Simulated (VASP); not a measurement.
Runs of VASP 6.6.1 on In3Sb. The structure is that of space group Fm-3m (No. 225), or close to it. The cells are those of the table. 

| task | cell | gap on the mesh (eV) | pressure (GPa) |
| --- | --- | --- | --- |
| relaxation of cell and atoms | relaxed to 20 GPa from a = 5.431 Å, angles 60.0°, 4 atoms | none | 20.0 |
| single point | a = 5.247 Å, angles 60.0°, 4 atoms | none | 0.1 |
| relaxation of cell and atoms | relaxed from a = 5.431 Å, angles 60.0°, 4 atoms | none | 0.2 |
| single point | a = 4.697 Å, angles 60.0°, 4 atoms | none | (a) |
| single point | a = 4.874 Å, angles 60.0°, 4 atoms | none | 20.4 |

Alike in all rows: level LDA; potentials or basis VASP PAW LDA potentials, release 64 (Sb, In_d); no spin polarisation; k mesh 4 × 4 × 4; cutoff (eV) 500; smearing gaussian 0.02 eV.

Q: Estimate the missing entries.

A: (a) 40.6.

Caveats: some runs use coarse meshes; spin-orbit coupling is left out, which moves the levels of the heavy elements; the cell is relaxed towards a set pressure, so the run minimises the enthalpy, not the energy (at least some runs).

A k mesh can miss the band edges, and the runs leave out spin-orbit coupling on In, Sb.

A gap of «none» marks levels without a gap at the run's occupations.
